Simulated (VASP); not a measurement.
# PbSe (zincblende type) in VASP: a series of runs

Runs on PbSe (zincblende type). Level: PBE. Tasks: single point, relaxation of cell and atoms.

All numbers are computed with VASP 6.6.1; they aren't measurements. Logs are shortened: lines on timing, memory, paths and dates and some standing lists are left out, and cuts for length are marked.

### 1 The cell of the first run

Symmetry: F-43m, No. 216, cubic system. The conventional cell has a = 6.901 Å, b = 6.901 Å, c = 6.901 Å, α = 90.00°, β = 90.00°, γ = 90.00°. Within 3.9 Å of Pb (site symmetry -43m) lie 4 Se at 2.99 Å. Se (site symmetry -43m) has 4 Pb at 2.99 Å within 3.9 Å.

### 2 Single point, PBE

INCAR

```
SYSTEM = PbSe
PREC = Accurate
ENCUT = 520
EDIFF = 1E-6
ISMEAR = -5
SIGMA = 0.1
LREAL = .False.
LASPH = .True.
NELM = 80
ALGO = Normal
ISIF = 2
LWAVE = .False.
LCHARG = .True.
GGA = PE
LELF = .True.
LVHAR = .True.
NBANDS = 17
```

KPOINTS

```
Automatic mesh
0
Gamma
  11 11 11
  0 0 0
```

POSCAR

```
PbSe
1.0
    0.0000000000      3.4503592439      3.4503592439
    3.4503592439      0.0000000000      3.4503592439
    3.4503592439      3.4503592439      0.0000000000
Pb Se
1 1
Direct
    0.0000000000      0.0000000000      0.0000000000
    0.2500000000      0.2500000000      0.2500000000
```

Potentials or basis: VASP PAW PBE potentials, release 64 (Pb_d, Se).

Command:

```console
> cat potpaw_PBE.64/Pb_d/POTCAR potpaw_PBE.64/Se/POTCAR > POTCAR
> mpirun -np 1 vasp_std > vasp.out
```

OUTCAR:

```text
SYSTEM = PbSe
   PREC = Accurate
   ENCUT = 520
   EDIFF = 1E-6
   ISMEAR = -5
   LREAL = .False.
   LASPH = .True.
   NELM = 80
   ISIF = 2
   GGA = PE

 ion  position               nearest neighbor table
   1  0.000  0.000  0.000-   2 2.99   2 2.99   2 2.99   2 2.99
   2  0.250  0.250  0.250-   1 2.99   1 2.99   1 2.99   1 2.99

  LATTYP: Found a face centered cubic cell.
 ALAT       =     6.9007184878

  Lattice vectors:

 A1 = (   0.0000000000,   3.4503592439,   3.4503592439)
 A2 = (   3.4503592439,   0.0000000000,   3.4503592439)
 A3 = (   3.4503592439,   3.4503592439,   0.0000000000)

Analysis of symmetry for initial positions (statically):
=====================================================================
 Subroutine PRICEL returns:
 Original cell was already a primitive cell.

 Routine SETGRP: Setting up the symmetry group for a
 face centered cubic supercell.

 Subroutine GETGRP returns: Found 24 space group operations
 (whereof 24 operations were pure point group operations)
 out of a pool of 48 trial point group operations.

The static configuration has the point symmetry T_d .

Analysis of symmetry for dynamics (positions and initial velocities):
=====================================================================
 Subroutine PRICEL returns:
 Original cell was already a primitive cell.

 Routine SETGRP: Setting up the symmetry group for a
 face centered cubic supercell.

 Subroutine GETGRP returns: Found 24 space group operations
 (whereof 24 operations were pure point group operations)
 out of a pool of 48 trial point group operations.

The dynamic configuration has the point symmetry T_d .

 Subroutine INISYM returns: Found 24 space group operations
 (whereof 24 operations are pure point group operations),
 and found     1 'primitive' translations

----------------------------------------------------------------------------------------

                                     Primitive cell

  volume of cell :      82.1529

  direct lattice vectors                    reciprocal lattice vectors
     0.000000000  3.450359244  3.450359244    -0.144912447  0.144912447  0.144912447
     3.450359244  0.000000000  3.450359244     0.144912447 -0.144912447  0.144912447
     3.450359244  3.450359244  0.000000000     0.144912447  0.144912447 -0.144912447

  length of vectors
     4.879544838  4.879544838  4.879544838     0.250995720  0.250995720  0.250995720

  position of ions in fractional coordinates (direct lattice)
     0.000000000  0.000000000  0.000000000
     0.250000000  0.250000000  0.250000000

  ion indices of the primitive-cell ions
   primitive index   ion index
                 1           1
                 2           2

----------------------------------------------------------------------------------------

 KPOINTS: Automatic mesh

Automatic generation of k-mesh.
 Grid dimensions read from file:
 generate k-points for:   11   11   11

 Generating k-lattice:

  Cartesian coordinates                     Fractional coordinates (reciprocal lattice)
    -0.013173859  0.013173859  0.013173859     0.090909091  0.000000000  0.000000000
     0.013173859 -0.013173859  0.013173859     0.000000000  0.090909091  0.000000000
     0.013173859  0.013173859 -0.013173859     0.000000000  0.000000000  0.090909091

  Length of vectors
     0.022817793  0.022817793  0.022817793

  Shift w.r.t. Gamma in fractional coordinates (k-lattice)
     0.000000000  0.000000000  0.000000000

 TETIRR: Found    201 inequivalent tetrahedra from     7986

 Subroutine IBZKPT returns following result:
 ===========================================

 Found     56 irreducible k-points:

 Following reciprocal coordinates:
            Coordinates               Weight
  0.000000  0.000000  0.000000      1.000000
  0.090909  0.000000  0.000000      8.000000
  0.181818  0.000000  0.000000      8.000000
  0.272727  0.000000  0.000000      8.000000
  0.363636  0.000000  0.000000      8.000000
  0.454545  0.000000  0.000000      8.000000
[... 16 lines left out ...]
 -0.272727  0.181818  0.000000     24.000000
 -0.181818  0.181818  0.000000     12.000000
 [... further k-points ...]
   k-points           NKPTS =     56   k-points in BZ     NKDIM =     56   number of bands    NBANDS=     17
   number of dos      NEDOS =    301   number of ions     NIONS =      2
   total plane-waves  NPLWV =  46656
   dimension x,y,z NGX =    36 NGY =   36 NGZ =   36
   dimension x,y,z NGXF=    72 NGYF=   72 NGZF=   72
   ions per type =               1   1
   NGX,Y,Z   is equivalent  to a cutoff of  12.27, 12.27, 12.27 a.u.
   NGXF,Y,Z  is equivalent  to a cutoff of  24.53, 24.53, 24.53 a.u.
 SYSTEM =  PbSe
   PREC   = accura    normal or accurate (medium, high low for compatibility)
   ISTART =      0    job   : 0-new  1-cont  2-samecut
   ICHARG =      2    charge: 1-file 2-atom 10-const
   ISPIN  =      1    spin polarized calculation?
   LNONCOLLINEAR =      F non collinear calculations
   LSORBIT =      F    spin-orbit coupling
   LASPH  =      T    aspherical Exc in radial PAW
   ENCUT  =  520.0 eV  38.22 Ry    6.18 a.u.   9.07  9.07  9.07*2*pi/ulx,y,z
   NELM   =     80;   NELMIN=  2; NELMDL= -5     # of ELM steps
   EDIFF  = 0.1E-05   stopping-criterion for ELM
   LREAL  =      F    real-space projection
   EDIFFG = 0.1E-04   stopping-criterion for IOM
   NSW    =      0    number of steps for IOM
   IBRION =     -1    ionic relax: 0-MD 1-quasi-New 2-CG
   NFREE  =      0    steps in history (QN), initial steepest desc. (CG)
   ISIF   =      2    stress and relaxation
   ISYM   =      2    0-nonsym 1-usesym 2-fastsym
   POTIM  = 0.5000    time-step for ionic-motion
   TEBEG  =    0.0;   TEEND  =   0.0 temperature during run
   PSTRESS=    0.0 pullay stress
   NELECT =      20.0000    total number of electrons
   NUPDOWN=      -1.0000    fix difference up-down
   EMIN   =  10.00;   EMAX   =-10.00  energy-range for DOS
   EFERMI =   0.00;   METHOD = LEGACY
   ISMEAR =    -5;   SIGMA  =   0.10  broadening in eV -4-tet -1-fermi 0-gaus
   EFERMI_NEDOS =   21; number of points for ismear=-14 and -15
   IALGO  =     38    algorithm
   IMIX   =      4    mixing-type and parameters
     AMIX     =   0.40;   BMIX     =  1.00
     AMIX_MAG =   1.60;   BMIX_MAG =  1.00
  volume/ion in A,a.u.               =      41.08       277.20
  Fermi-wavevector in a.u.,A,eV,Ry     =   1.022219  1.931713 14.217152  1.044931
  Thomas-Fermi vector in A             =   2.155886
   LORBIT       =      0    0 simple, 1 ext, 2 COOP (PROOUT), +10 PAW based schemes
   GGA     = PE    functional components
   LHFCALC =     F    Hartree Fock is set to
   AEXX    =    0.0000 exact exchange contribution
   IVDW    =     0    specifies the selected vdW correction
   LEPSILON=     F    determine dielectric tensor
   LRPA    =     F    only Hartree local field effects (RPA)
 non-spin polarized calculation
 Fermi weights with tetrahedron method with Bloechl corrections
  energy-cutoff  :      520.00
  volume of cell :       82.15
 maximum number of plane-waves:      2229
   NGX = 19   NGY = 19   NGZ = 19

 number of electron      19.9999998 magnetization

 Free energy of the ion-electron system (eV)
  ---------------------------------------------------
  ext. energy  EPLUGINS =         0.00000000
  ---------------------------------------------------
  free energy    TOTEN  =        -7.83912658 eV

  energy without entropy =       -7.83912658  energy(sigma->0) =       -7.83912658

 E-fermi :   2.1497     XC(G=0):  -7.6364

 val. band max:        2.0861963173   @ k =  -0.2727   0.4545   0.1818
 cond. band min:       2.8354384088   @ k =   0.4545   0.4545   0.0000
 fundamental gap:      0.7492420915
 Fermi energy:         2.1496572766

 k-point     1 :       0.0000    0.0000    0.0000
  band No.  band energies     occupation
      1     -14.6459      2.00000
      2     -14.6459      2.00000
      3     -14.6459      2.00000
      4     -14.6190      2.00000
      5     -14.6190      2.00000
      6     -10.5078      2.00000
[... 9 lines left out ...]
     16      10.3533      0.00000
     17      11.1643      0.00000

 k-point     2 :       0.0909    0.0000    0.0000
  band No.  band energies     occupation
      1     -14.6477      2.00000
      2     -14.6452      2.00000
      3     -14.6452      2.00000
      4     -14.6190      2.00000
      5     -14.6190      2.00000
      6     -10.4704      2.00000
[... 9 lines left out ...]
     16       9.9764      0.00000
     17      10.8708      0.00000

 k-point     3 :       0.1818    0.0000    0.0000
  band No.  band energies     occupation
      1     -14.6525      2.00000
      2     -14.6435      2.00000
      3     -14.6435      2.00000
      4     -14.6188      2.00000
      5     -14.6188      2.00000
      6     -10.3652      2.00000
[... 9 lines left out ...]
     16       9.6210      0.00000
     17      10.5419      0.00000

 k-point     4 :       0.2727    0.0000    0.0000
  band No.  band energies     occupation
      1     -14.6587      2.00000
      2     -14.6415      2.00000
      3     -14.6415      2.00000
      4     -14.6182      2.00000
      5     -14.6182      2.00000
      6     -10.2154      2.00000
[... 9 lines left out ...]
     16       9.5784      0.00000
     17      10.7350      0.00000
[... 343 lines left out ...]
      1     -14.6700      2.00000
      2     -14.6379      2.00000
      3     -14.6368      2.00000
      4     -14.6177      2.00000
      5     -14.6177      2.00000
      6      -9.9069      2.00000
[... 9 lines left out ...]
     16       9.9631      0.00000
     17      11.2200      0.00000

 k-point    23 :      -0.2727    0.1818    0.0000
  band No.  band energies     occupation
      1     -14.6662      2.00000
      2     -14.6386      2.00000
      3     -14.6385      2.00000
      4     -14.6188      2.00000
      5     -14.6173      2.00000
      6     -10.0201      2.00000
[... 9 lines left out ...]
     16      10.0030      0.00000
     17      11.3662      0.00000

 k-point    24 :      -0.1818    0.1818    0.0000
  band No.  band energies     occupation
      1     -14.6612      2.00000
      2     -14.6408      2.00000
      3     -14.6397      2.00000
      4     -14.6194      2.00000
      5     -14.6175      2.00000
      6     -10.1635      2.00000
[... 9 lines left out ...]
     16       9.6072      0.00000
     17      11.8579      0.00000

 [... further k-points ...]
[... 5 lines left out ...]
  --------------------------------------------------------------------------------------
  -------------------------------------------------------------------------------------
  Total       -0.0124420     -0.0124420     -0.0124420      0.0000000      0.0000000      0.0000000
  in kB       -0.2426493     -0.2426493     -0.2426493      0.0000000      0.0000000      0.0000000
  external PRESSURE =      -0.2426493 kB  Pullay stress =       0.0000000 kB

 VOLUME and BASIS-vectors are now :
 -----------------------------------------------------------------------------
  energy-cutoff  :      520.00
  volume of cell :       82.15
      direct lattice vectors                 reciprocal lattice vectors
     0.000000000  3.450359244  3.450359244    -0.144912447  0.144912447  0.144912447
     3.450359244  0.000000000  3.450359244     0.144912447 -0.144912447  0.144912447
     3.450359244  3.450359244  0.000000000     0.144912447  0.144912447 -0.144912447

 POSITION                                       TOTAL-FORCE (eV/Angst)
 -----------------------------------------------------------------------------------
      0.00000      0.00000      0.00000        -0.000000     -0.000000     -0.000000
      1.72518      1.72518      1.72518         0.000000      0.000000      0.000000
 -----------------------------------------------------------------------------------
    total drift:                                0.000000      0.000000      0.000000

  FREE ENERGIE OF THE ION-ELECTRON SYSTEM (eV)
  ---------------------------------------------------
  free  energy   TOTEN  =        -7.8391265830 eV

  energy  without entropy=       -7.8391265830  energy(sigma->0) =       -7.83912658
```

Wall time 78 s (1 thread of AMD EPYC 7R43 (Zen 3), shared host); peak memory 0.22 GiB.

What came out:

```yaml
Free_energy: -7.8391 eV
Pressure: 0.0 GPa
Band_gap_on_the_k_mesh: 0.75 eV, indirect (least direct gap 1.19 eV)
```

Caveat: spin-orbit coupling is left out, which moves the levels of the heavy elements. A k mesh can miss the band edges.

### 3 Relaxation of cell and atoms, PBE

This run uses another cell than the first one, of 33.37 Å³/atom, 0.812 times its volume.

INCAR

```
SYSTEM = PbSe
PREC = Accurate
ENCUT = 600
EDIFF = 1E-6
ISMEAR = -1
SIGMA = 0.08
LREAL = .False.
LASPH = .True.
NELM = 80
ALGO = Normal
ISIF = 3
LWAVE = .False.
LCHARG = .False.
GGA = PE
IBRION = 2
NSW = 100
EDIFFG = -0.005
```

KPOINTS

```
regular mesh
0
Gamma
  11 11 11
  0 0 0
```

POSCAR

```
PbSe
1.0
    0.0000000000      3.2195088072      3.2195088072
    3.2195088072      0.0000000000      3.2195088072
    3.2195088072      3.2195088072      0.0000000000
Pb Se
1 1
Direct
    0.0000000000      0.0000000000      0.0000000000
    0.2500000000      0.2500000000      0.2500000000
```

Potentials or basis: VASP PAW PBE potentials, release 64 (Pb_d, Se).

Command:

```console
> cat potpaw_PBE.64/Pb_d/POTCAR potpaw_PBE.64/Se/POTCAR > POTCAR
> mpirun -np 1 vasp_std > vasp.out
```

OUTCAR:

```text
SYSTEM = PbSe
   PREC = Accurate
   ENCUT = 600
   EDIFF = 1E-6
   ISMEAR = -1
   LREAL = .False.
   LASPH = .True.
   NELM = 80
   ISIF = 3
   GGA = PE
   IBRION = 2
   NSW = 100
   EDIFFG = -0.005

 ion  position               nearest neighbor table
   1  0.000  0.000  0.000-   2 2.79   2 2.79   2 2.79   2 2.79
   2  0.250  0.250  0.250-   1 2.79   1 2.79   1 2.79   1 2.79

  LATTYP: Found a face centered cubic cell.
 ALAT       =     6.4390176144

  Lattice vectors:

 A1 = (   0.0000000000,   3.2195088072,   3.2195088072)
 A2 = (   3.2195088072,   0.0000000000,   3.2195088072)
 A3 = (   3.2195088072,   3.2195088072,   0.0000000000)

Analysis of symmetry for initial positions (statically):
=====================================================================
 Subroutine PRICEL returns:
 Original cell was already a primitive cell.

 Routine SETGRP: Setting up the symmetry group for a
 face centered cubic supercell.

 Subroutine GETGRP returns: Found 24 space group operations
 (whereof 24 operations were pure point group operations)
 out of a pool of 48 trial point group operations.

The static configuration has the point symmetry T_d .

[... 168 lines left out ...]
  Total        4.0762773      4.0762773      4.0762773      0.0000000      0.0000000      0.0000000
  in kB       97.8532961     97.8532961     97.8532961      0.0000000      0.0000000      0.0000000
  external PRESSURE =      97.8532961 kB  Pullay stress =       0.0000000 kB
[... 131 lines left out ...]
--------------------------------------- Ionic step        5  -------------------------------------------

 number of electron      19.9999998 magnetization

 Free energy of the ion-electron system (eV)
  ---------------------------------------------------
  ext. energy  EPLUGINS =         0.00000000
  ---------------------------------------------------
  free energy    TOTEN  =        -7.83687661 eV

  energy without entropy =       -7.83646448  energy(sigma->0) =       -7.83667054

 E-fermi :   2.5204     XC(G=0):  -7.6406

 val. band max:        2.0947352931   @ k =  -0.2727   0.4545   0.1818
 cond. band min:       2.8420798292   @ k =   0.4545   0.4545   0.0000
 fundamental gap:      0.7473445362
 Fermi energy:         2.5203584240

 k-point     1 :       0.0000    0.0000    0.0000
  band No.  band energies     occupation
      1     -14.6377      2.00000
      2     -14.6377      2.00000
      3     -14.6377      2.00000
      4     -14.6107      2.00000
      5     -14.6107      2.00000
      6     -10.5053      2.00000
      7      -4.2853      2.00000
      8       0.5908      2.00000
      9       0.5908      2.00000
     10       0.5908      2.00000
     11       4.2743      0.00000
     12       4.2743      0.00000
     13       4.2743      0.00000
     14       6.8594      0.00000
[... 377 lines left out ...]
      1     -14.6531      2.00000
      2     -14.6325      2.00000
      3     -14.6315      2.00000
      4     -14.6110      2.00000
      5     -14.6091      2.00000
      6     -10.1602      2.00000
      7      -5.1957      2.00000
      8      -0.3500      2.00000
      9       0.3058      2.00000
     10       1.0177      2.00000
     11       4.2594      0.00000
     12       4.7903      0.00000
     13       5.1814      0.00000
     14       9.0216      0.00000

 [... further k-points ...]
[... 5 lines left out ...]
  --------------------------------------------------------------------------------------
  -------------------------------------------------------------------------------------
  Total        0.0022907      0.0022907      0.0022907      0.0000000      0.0000000      0.0000000
  in kB        0.0447201      0.0447201      0.0447201      0.0000000      0.0000000      0.0000000
  external PRESSURE =       0.0447201 kB  Pullay stress =       0.0000000 kB
[... 17 lines left out ...]
  FREE ENERGIE OF THE ION-ELECTRON SYSTEM (eV)
  ---------------------------------------------------
  free  energy   TOTEN  =        -7.8368766095 eV

  energy  without entropy=       -7.8364644798  energy(sigma->0) =       -7.83667054

 reached required accuracy - stopping structural energy minimisation
```

CONTCAR:

```text
PbSe
   1.00000000000000
    -0.0000000000000000    3.4491857930512828    3.4491857930512828
     3.4491857930512828   -0.0000000000000000    3.4491857930512828
     3.4491857930512828    3.4491857930512828    0.0000000000000000
  Pb              Se
     1     1
Direct
     0.0000000000000000    0.0000000000000000    1.0000000000000000
     0.2500000000000000    0.2500000000000000    0.2500000000000000

  0.00000000E+00  0.00000000E+00  0.00000000E+00
  0.00000000E+00  0.00000000E+00  0.00000000E+00
```

Run time: 4 min. Hardware: 1 thread of Intel Xeon Platinum 8259CL at 2.50GHz (Skylake/Cascade Lake), shared host; peak memory 0.26 GiB.

What came out:

```
Free energy                            : -7.8369 eV
Relaxed volume                         : 41.03 Å³/atom
Relaxed cell                           : a = 4.878 Å, b = 4.878 Å, c = 4.878 Å, α = 60.00°, β = 60.00°, γ = 60.00°
Space group after relaxing (to 0.05 Å) : F-43m (No. 216)
Energy gained by relaxing              : 196.6 meV/atom
Ionic steps                            : 5
Pressure after relaxing                : 0.0 GPa
Band gap on the k mesh                 : 0.75 eV, indirect (least direct gap 1.19 eV)
```

The path:
| step | energy change (eV) | largest force (eV/Å) | pressure (GPa) | volume (Å³) |
| --- | --- | --- | --- | --- |
| 1 | 0.0000 | 0.0000 | 9.79 | 66.74 |
| 2 | -0.3519 | 0.0000 | -1.94 | 88.43 |
| 3 | -0.3932 | 0.0000 | 0.06 | 81.92 |
| 4 | -0.3932 | 0.0000 | -0.06 | 82.25 |
| 5 | -0.3932 | 0.0000 | 0.00 | 82.07 |

Final structure:
```
Pb Se
1.0
     0.00000    3.44919    3.44919
     3.44919    0.00000    3.44919
     3.44919    3.44919    0.00000
Pb Se
1 1
Direct
  0.00000 0.00000 0.00000
  0.25000 0.25000 0.25000
```

Caveat: the volume moved by over 15 % at a fixed basis, so the end points are rough; spin-orbit coupling is left out, which moves the levels of the heavy elements.

[end of part 1 of 2]
